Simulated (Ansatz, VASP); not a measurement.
## CdS: VASP beside Ansatz

INCAR

```
SYSTEM = CdS
PREC = Accurate
ENCUT = 630
EDIFF = 1E-6
ISMEAR = 0
SIGMA = 0.01
LREAL = .False.
LASPH = .True.
NELM = 120
ALGO = Normal
ISIF = 2
LWAVE = .False.
LCHARG = .False.
GGA = PS
NBANDS = 20
GGA_COMPAT = .False.
```

The input KPOINTS:

```
regular mesh
0
Gamma
  6 6 4
  0 0 0
```

File POSCAR:

```
CdS
1.0
    4.2611700000      0.0000000000      0.0000000000
   -2.1305850000      3.6902814698      0.0000000000
    0.0000000000      0.0000000000      5.8041730000
Cd S
1 1
Direct
    0.0000000000      0.0000000000      0.4426920000
    0.6666666667      0.3333333333      0.4343080000
```

Input for Ansatz:

```yaml
crystal:
  lattice:
    a: 4.26117
    b: 4.26117
    c: 5.804173
    alpha: 90.0
    beta: 90.0
    gamma: 120.0
  space_group: 156
  atoms:
    - { symbol: Cd, position: [0.0, 0.0, 0.442692] }
    - { symbol: S, position: [0.6666666666666666, 0.3333333333333333, 0.434308] }
basis:
  ecutwfc: 475.0
kpoints:
  mp_grid:
    grid: [6, 6, 4]
hamiltonian:
  xc: pbesol
scf:
  occupations:
    method: fixed
output:
  stress: true
```

Alike in both runs: task single point; functional PBEsol; k mesh 6 × 6 × 4; no spin polarisation.

|  | VASP | Ansatz |
| --- | --- | --- |
| version | VASP 6.6.1 | Ansatz 0.2.0 |
| potentials or method | VASP PAW PBE potentials, release 64 (Cd_sv_GW, S), cutoff 630 eV | plane waves, PAW |
| occupations | gaussian, width 0.01 eV | fixed |
| valence electrons in the cell | 26 | 26 |

```tsv
	VASP	Ansatz	Ansatz less VASP
pressure (GPa)	-1.5	-1.5	+0.05
traceless stress, the component that is largest in VASP (GPa)	1.48	1.49	+0.016
```

VASP's potentials were made for PBE, not for PBEsol.
